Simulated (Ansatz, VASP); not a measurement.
**TiB2: VASP beside Ansatz**

The input INCAR:

```
SYSTEM = TiB2
PREC = Accurate
ENCUT = 520
EDIFF = 1E-7
ISMEAR = -1
SIGMA = 0.08
LREAL = .False.
LASPH = .True.
NELM = 80
ALGO = Normal
ISIF = 2
LWAVE = .False.
LCHARG = .False.
GGA = PE
NBANDS = 16
```

KPOINTS

```
Automatic mesh
0
Gamma
  15 15 13
  0 0 0
```

Contents of POSCAR:

```
TiB2
1.0
    3.0190670283      0.0000000000      0.0000000000
   -1.5095335141      2.6145887422      0.0000000000
    0.0000000000      0.0000000000      3.2176025949
Ti B
1 2
Direct
    0.0000000000      0.0000000000      0.0000000000
    0.3333333333      0.6666666667      0.5000000000
    0.6666666667      0.3333333333      0.5000000000
```

Input for Ansatz:

```yaml
crystal:
  lattice:
    - [3.0190670283, 0.0, 0.0]
    - [-1.5095335141, 2.6145887422, 0.0]
    - [0.0, 0.0, 3.2176025949]
  atoms:
    - { symbol: Ti, position: [0.0, 0.0, 0.0] }
    - { symbol: B, position: [0.3333333333, 0.6666666667, 0.5] }
    - { symbol: B, position: [0.6666666667, 0.3333333333, 0.5] }
kpoints:
  mp_grid: { grid: [15, 15, 13] }
  band_path:
    path:
      - [0.0, 0.0, 0.0]
      - [0.5, 0.0, 0.0]
      - [0.3333333333, 0.3333333333, 0.0]
      - [0.0, 0.0, 0.0]
      - [0.0, 0.0, 0.5]
      - [0.5, 0.0, 0.5]
      - [0.3333333333, 0.3333333333, 0.5]
      - [0.0, 0.0, 0.5]
      - [0.5, 0.0, 0.5]
    npoints: 5
scf:
  occupations: { method: fermi_dirac, width: 0.08 }
hamiltonian:
  xc: pbe
  pseudopotentials: { kind: all_electron, lapw: { basis_error: 0.001 } }
output:
  forces: true
  stress: true
  eigenvalues: true
```

Change from the starting cell: volume scaled by 0.99.

Alike in both runs: task single point; functional PBE; k mesh 15 × 15 × 13; occupations fermi-dirac, width 0.08 eV; no spin polarisation.

```csv
,VASP,Ansatz
version,VASP 6.6.1,Ansatz 0.2.0
potentials or method,"VASP PAW PBE potentials, release 64 (Ti_sv, B), cutoff 520 eV","all-electron LAPW, scalar-relativistic"
```

Ansatz gave:

- pressure (GPa): 2.9
- traceless stress, the component that is largest in VASP (GPa): -1.04

Q: What did VASP give for the same quantities?

A: Pressure (GPa): 3.1; traceless stress, the component that is largest in VASP (GPa): -1.06.

Ansatz ran all-electron here, and VASP with PAW potentials.
